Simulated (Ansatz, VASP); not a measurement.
# One calculation of W, two programs

```
W
1.0
    -0.09996    1.99913    1.79921
     1.89917    0.00000    1.69926
     1.99913    1.99913   -0.09996
W
1
Cartesian
  0.0000 0.0000 0.0000
```

Change from the starting cell: engineering shear strain xz -0.1000, normal strain along z -0.1000.

Alike in both runs: task single point; functional PBEsol; k mesh 20 × 20 × 20; occupations gaussian, width 0.15 eV; no spin polarisation.

```csv
,VASP,Ansatz
version,VASP 6.6.1,Ansatz 0.2.0
potentials or method,"VASP PAW PBE potentials, release 64 (W_sv), cutoff 500 eV","scalar-relativistic, plane waves, PAW"
valence electrons in the cell,14,14
```

```csv
,VASP,Ansatz,Ansatz less VASP
gap on the k mesh at the Fermi level (eV),none,none,-
pressure (GPa),43.7,42.4,-1.23
"traceless stress, the component that is largest in VASP (GPa)",-15.29,-15.30,-0.016
```

VASP's potentials were made for PBE, not for PBEsol, and Ansatz warns of the same on its side. A gap of «none» marks a metal or a gap that the smearing closes. Both programs put the cell under a high pressure, so it lies far from rest at this level.

Spin-orbit coupling is off throughout.
